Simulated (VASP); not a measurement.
# SiC (F-43m) in VASP: single point with LDA

Aim: the single point of SiC with LDA.

Everything below comes from runs of VASP 6.6.1. Logs are shortened: lines on timing, memory, paths and dates and some standing lists are left out, and cuts for length are marked.

## Step 1: The cell of the first run

It takes space group F-43m (No. 216, cubic). Conventional cell: a = 4.358 Å, b = 4.358 Å, c = 4.358 Å, α = 90.00°, β = 90.00°, γ = 90.00°. Within 2.5 Å of Si (site symmetry -43m) lie 4 C at 1.89 Å. Within 2.5 Å of C (site symmetry -43m) lie 4 Si at 1.89 Å.

## Step 2: Single point, LDA

INCAR reads:

```
SYSTEM = SiC
PREC     = Accurate       ! precision mode
ENCUT    = 600            ! plane-wave cutoff, eV
EDIFF    = 1E-6           ! SCF threshold, eV
ISMEAR   = 0              ! smearing method
SIGMA    = 0.01           ! smearing width, eV
LREAL    = .FALSE.        ! projectors in reciprocal space
LASPH    = .TRUE.         ! aspherical terms in the spheres
NELM     = 120            ! most SCF steps
ALGO     = Normal         ! electronic algorithm
ISIF     = 2              ! what is computed and relaxed
LWAVE    = .FALSE.        ! write WAVECAR
LCHARG   = .FALSE.        ! write CHGCAR
GGA      = CA             ! functional
NBANDS   = 11             ! bands
GGA_COMPAT= .FALSE.
```

KPOINTS reads:

```
Automatic mesh
0
G
  8 8 8
  0 0 0
```

POSCAR reads:

```
SiC
1.0
    0.0000000000      2.1790000000      2.1790000000
    2.1790000000      0.0000000000      2.1790000000
    2.1790000000      2.1790000000      0.0000000000
Si C
1 1
Direct
    0.0000000000      0.0000000000      0.0000000000
    0.7500000000      0.7500000000      0.7500000000
```

Potentials or basis: VASP PAW LDA potentials, release 64 (Si, C).

Run with:

```
> cat potpaw_LDA.64/Si/POTCAR potpaw_LDA.64/C/POTCAR > POTCAR
> mpirun -np 1 vasp_std > vasp.out
```

OUTCAR:

```text
SYSTEM = SiC
   PREC = Accurate
   ENCUT = 600
   EDIFF = 1E-6
   ISMEAR = 0
   LREAL = .FALSE.
   LASPH = .TRUE.
   NELM = 120
   ISIF = 2
   GGA = CA

 ion  position               nearest neighbor table
   1  0.000  0.000  0.000-   2 1.89   2 1.89   2 1.89   2 1.89
   2  0.750  0.750  0.750-   1 1.89   1 1.89   1 1.89   1 1.89

  LATTYP: Found a face centered cubic cell.
 ALAT       =     4.3580000000

  Lattice vectors:

 A1 = (   0.0000000000,   2.1790000000,   2.1790000000)
 A2 = (   2.1790000000,   0.0000000000,   2.1790000000)
 A3 = (   2.1790000000,   2.1790000000,   0.0000000000)

Analysis of symmetry for initial positions (statically):
=====================================================================
 Subroutine PRICEL returns:
 Original cell was already a primitive cell.

 Routine SETGRP: Setting up the symmetry group for a
 face centered cubic supercell.

 Subroutine GETGRP returns: Found 24 space group operations
 (whereof 24 operations were pure point group operations)
 out of a pool of 48 trial point group operations.

The static configuration has the point symmetry T_d .

Analysis of symmetry for dynamics (positions and initial velocities):
=====================================================================
 Subroutine PRICEL returns:
 Original cell was already a primitive cell.

 Routine SETGRP: Setting up the symmetry group for a
 face centered cubic supercell.

 Subroutine GETGRP returns: Found 24 space group operations
 (whereof 24 operations were pure point group operations)
 out of a pool of 48 trial point group operations.

The dynamic configuration has the point symmetry T_d .

 Subroutine INISYM returns: Found 24 space group operations
 (whereof 24 operations are pure point group operations),
 and found     1 'primitive' translations

----------------------------------------------------------------------------------------

                                     Primitive cell

  volume of cell :      20.6920

  direct lattice vectors                    reciprocal lattice vectors
     0.000000000  2.179000000  2.179000000    -0.229463056  0.229463056  0.229463056
     2.179000000  0.000000000  2.179000000     0.229463056 -0.229463056  0.229463056
     2.179000000  2.179000000  0.000000000     0.229463056  0.229463056 -0.229463056

  length of vectors
     3.081571352  3.081571352  3.081571352     0.397441672  0.397441672  0.397441672

  position of ions in fractional coordinates (direct lattice)
     0.000000000  0.000000000  0.000000000
     0.750000000  0.750000000  0.750000000

  ion indices of the primitive-cell ions
   primitive index   ion index
                 1           1
                 2           2

----------------------------------------------------------------------------------------

 KPOINTS: Automatic mesh

Automatic generation of k-mesh.
 Grid dimensions read from file:
 generate k-points for:    8    8    8

 Generating k-lattice:

  Cartesian coordinates                     Fractional coordinates (reciprocal lattice)
    -0.028682882  0.028682882  0.028682882     0.125000000  0.000000000  0.000000000
     0.028682882 -0.028682882  0.028682882     0.000000000  0.125000000  0.000000000
     0.028682882  0.028682882 -0.028682882     0.000000000  0.000000000  0.125000000

  Length of vectors
     0.049680209  0.049680209  0.049680209

  Shift w.r.t. Gamma in fractional coordinates (k-lattice)
     0.000000000  0.000000000  0.000000000

 Subroutine IBZKPT returns following result:
 ===========================================

 Found     29 irreducible k-points:

 Following reciprocal coordinates:
            Coordinates               Weight
  0.000000  0.000000  0.000000      1.000000
  0.125000  0.000000  0.000000      8.000000
  0.250000  0.000000  0.000000      8.000000
  0.375000  0.000000  0.000000      8.000000
  0.500000  0.000000  0.000000      4.000000
  0.125000  0.125000  0.000000      6.000000
[... 16 lines left out ...]
  0.500000  0.250000  0.125000     48.000000
 -0.375000  0.250000  0.125000     24.000000
 [... further k-points ...]
   k-points           NKPTS =     29   k-points in BZ     NKDIM =     29   number of bands    NBANDS=     11
   number of dos      NEDOS =    301   number of ions     NIONS =      2
   total plane-waves  NPLWV =  21952
   dimension x,y,z NGX =    28 NGY =   28 NGZ =   28
   dimension x,y,z NGXF=    56 NGYF=   56 NGZF=   56
   ions per type =               1   1
   NGX,Y,Z   is equivalent  to a cutoff of  15.11, 15.11, 15.11 a.u.
   NGXF,Y,Z  is equivalent  to a cutoff of  30.21, 30.21, 30.21 a.u.
 SYSTEM =  SiC
   PREC   = accura    normal or accurate (medium, high low for compatibility)
   ISTART =      0    job   : 0-new  1-cont  2-samecut
   ICHARG =      2    charge: 1-file 2-atom 10-const
   ISPIN  =      1    spin polarized calculation?
   LNONCOLLINEAR =      F non collinear calculations
   LSORBIT =      F    spin-orbit coupling
   LASPH  =      T    aspherical Exc in radial PAW
   ENCUT  =  600.0 eV  44.10 Ry    6.64 a.u.   6.15  6.15  6.15*2*pi/ulx,y,z
   NELM   =    120;   NELMIN=  2; NELMDL= -5     # of ELM steps
   EDIFF  = 0.1E-05   stopping-criterion for ELM
   LREAL  =      F    real-space projection
   EDIFFG = 0.1E-04   stopping-criterion for IOM
   NSW    =      0    number of steps for IOM
   IBRION =     -1    ionic relax: 0-MD 1-quasi-New 2-CG
   NFREE  =      0    steps in history (QN), initial steepest desc. (CG)
   ISIF   =      2    stress and relaxation
   ISYM   =      2    0-nonsym 1-usesym 2-fastsym
   POTIM  = 0.5000    time-step for ionic-motion
   TEBEG  =    0.0;   TEEND  =   0.0 temperature during run
   PSTRESS=    0.0 pullay stress
   NELECT =       8.0000    total number of electrons
   NUPDOWN=      -1.0000    fix difference up-down
   EMIN   =  10.00;   EMAX   =-10.00  energy-range for DOS
   EFERMI =   0.00;   METHOD = LEGACY
   ISMEAR =     0;   SIGMA  =   0.01  broadening in eV -4-tet -1-fermi 0-gaus
   EFERMI_NEDOS =   21; number of points for ismear=-14 and -15
   IALGO  =     38    algorithm
   IMIX   =      4    mixing-type and parameters
     AMIX     =   0.40;   BMIX     =  1.00
     AMIX_MAG =   1.60;   BMIX_MAG =  1.00
  volume/ion in A,a.u.               =      10.35        69.82
  Fermi-wavevector in a.u.,A,eV,Ry     =   1.192626  2.253736 19.352338  1.422357
  Thomas-Fermi vector in A             =   2.328660
   LORBIT       =      0    0 simple, 1 ext, 2 COOP (PROOUT), +10 PAW based schemes
   GGA     = CA    functional components
   LHFCALC =     F    Hartree Fock is set to
   AEXX    =    0.0000 exact exchange contribution
   IVDW    =     0    specifies the selected vdW correction
   LEPSILON=     F    determine dielectric tensor
   LRPA    =     F    only Hartree local field effects (RPA)
 non-spin polarized calculation
 Gauss-broadening in eV      SIGMA  =   0.01
  energy-cutoff  :      600.00
  volume of cell :       20.69
 maximum number of plane-waves:       701
 NGX is ok and might be reduce to    28
   NGX = 13   NGY = 13   NGZ = 13

 number of electron       8.0000000 magnetization

 Free energy of the ion-electron system (eV)
  ---------------------------------------------------
  ext. energy  EPLUGINS =         0.00000000
  ---------------------------------------------------
  free energy    TOTEN  =       -16.63888033 eV

  energy without entropy =      -16.63888033  energy(sigma->0) =      -16.63888033

 E-fermi :   8.1997     XC(G=0): -11.5564

 val. band max:        8.0617099465   @ k =   0.0000   0.0000   0.0000
 cond. band min:       9.3659766153   @ k =   0.5000   0.5000   0.0000
 fundamental gap:      1.3042666688
 Fermi energy:         8.1996511932

 k-point     1 :       0.0000    0.0000    0.0000
  band No.  band energies     occupation
      1      -7.2543      2.00000
      2       8.0617      2.00000
      3       8.0617      2.00000
      4       8.0617      2.00000
      5      14.3528      0.00000
      6      15.2534      0.00000
      7      15.2534      0.00000
      8      15.2534      0.00000
      9      22.5213      0.00000
     10      22.5213      0.00000
     11      24.2316      0.00000

 k-point     2 :       0.1250    0.0000    0.0000
  band No.  band energies     occupation
      1      -6.9485      2.00000
      2       6.5915      2.00000
      3       7.8596      2.00000
      4       7.8596      2.00000
      5      14.5165      0.00000
      6      15.6035      0.00000
      7      15.6035      0.00000
      8      15.8185      0.00000
      9      21.2842      0.00000
     10      21.2842      0.00000
     11      23.9099      0.00000

 k-point     3 :       0.2500    0.0000    0.0000
  band No.  band energies     occupation
      1      -6.0531      2.00000
      2       3.7908      2.00000
      3       7.4534      2.00000
      4       7.4534      2.00000
      5      14.0037      0.00000
      6      15.8582      0.00000
      7      15.8582      0.00000
      8      17.3139      0.00000
      9      21.0978      0.00000
     10      21.0978      0.00000
     11      23.0132      0.00000

 k-point     4 :       0.3750    0.0000    0.0000
  band No.  band energies     occupation
      1      -4.6837      2.00000
      2       1.0423      2.00000
      3       7.1261      2.00000
      4       7.1261      2.00000
      5      13.5920      0.00000
      6      15.4409      0.00000
      7      15.4409      0.00000
      8      17.9524      0.00000
      9      23.0517      0.00000
     10      23.0517      0.00000
     11      23.3722      0.00000
[... 239 lines left out ...]
 k-point    22 :       0.3750    0.2500    0.1250
  band No.  band energies     occupation
      1      -5.2740      2.00000
      2       3.6194      2.00000
      3       5.1878      2.00000
      4       6.7852      2.00000
      5      13.3395      0.00000
      6      15.5920      0.00000
      7      16.4356      0.00000
      8      18.0010      0.00000
      9      20.1920      0.00000
     10      23.9132      0.00000
     11      27.3555      0.00000

 k-point    23 :       0.5000    0.2500    0.1250
  band No.  band energies     occupation
      1      -3.9553      2.00000
      2       1.5696      2.00000
      3       4.4578      2.00000
      4       6.1309      2.00000
      5      13.2800      0.00000
      6      15.5663      0.00000
      7      17.1434      0.00000
      8      18.3914      0.00000
      9      21.2917      0.00000
     10      24.3813      0.00000
     11      27.2324      0.00000

 k-point    24 :      -0.3750    0.2500    0.1250
  band No.  band energies     occupation
      1      -2.9772      2.00000
      2       0.2180      2.00000
      3       4.3520      2.00000
      4       5.7915      2.00000
      5      13.2207      0.00000
      6      15.2555      0.00000
      7      18.0887      0.00000
      8      18.9214      0.00000
      9      21.3190      0.00000
     10      24.1403      0.00000
     11      27.1943      0.00000

 [... further k-points ...]

------------------------ aborting loop because EDIFF is reached ----------------------------------------

  FORCE on cell =-STRESS in cart. coord.  units (eV):
  Direction    XX          YY          ZZ          XY          YZ          ZX
  --------------------------------------------------------------------------------------
  -------------------------------------------------------------------------------------
  Total       -0.5385987     -0.5385987     -0.5385987     -0.0000000      0.0000000      0.0000000
  in kB      -41.7036605    -41.7036605    -41.7036605     -0.0000000      0.0000000      0.0000000
  external PRESSURE =     -41.7036605 kB  Pullay stress =       0.0000000 kB

 VOLUME and BASIS-vectors are now :
 -----------------------------------------------------------------------------
  energy-cutoff  :      600.00
  volume of cell :       20.69
      direct lattice vectors                 reciprocal lattice vectors
     0.000000000  2.179000000  2.179000000    -0.229463056  0.229463056  0.229463056
     2.179000000  0.000000000  2.179000000     0.229463056 -0.229463056  0.229463056
     2.179000000  2.179000000  0.000000000     0.229463056  0.229463056 -0.229463056

 POSITION                                       TOTAL-FORCE (eV/Angst)
 -----------------------------------------------------------------------------------
      0.00000      0.00000      0.00000         0.000000     -0.000000      0.000000
      3.26850      3.26850      3.26850        -0.000000      0.000000     -0.000000
 -----------------------------------------------------------------------------------
    total drift:                                0.000000      0.000000      0.000000

  FREE ENERGIE OF THE ION-ELECTRON SYSTEM (eV)
  ---------------------------------------------------
  free  energy   TOTEN  =       -16.6388803259 eV

  energy  without entropy=      -16.6388803259  energy(sigma->0) =      -16.63888033
```

Run time: 5.6 s. Hardware: 1 thread of AMD EPYC 9R45 (Zen 5), shared host; peak memory 0.1 GiB.

What came out:

```
Free energy            : -16.6389 eV
Pressure               : -4.2 GPa
Band gap on the k mesh : 1.30 eV (least direct gap 4.50 eV)
```

Caveat: the cell stands under tension. As with any semilocal functional, this LDA gap is likely too small.
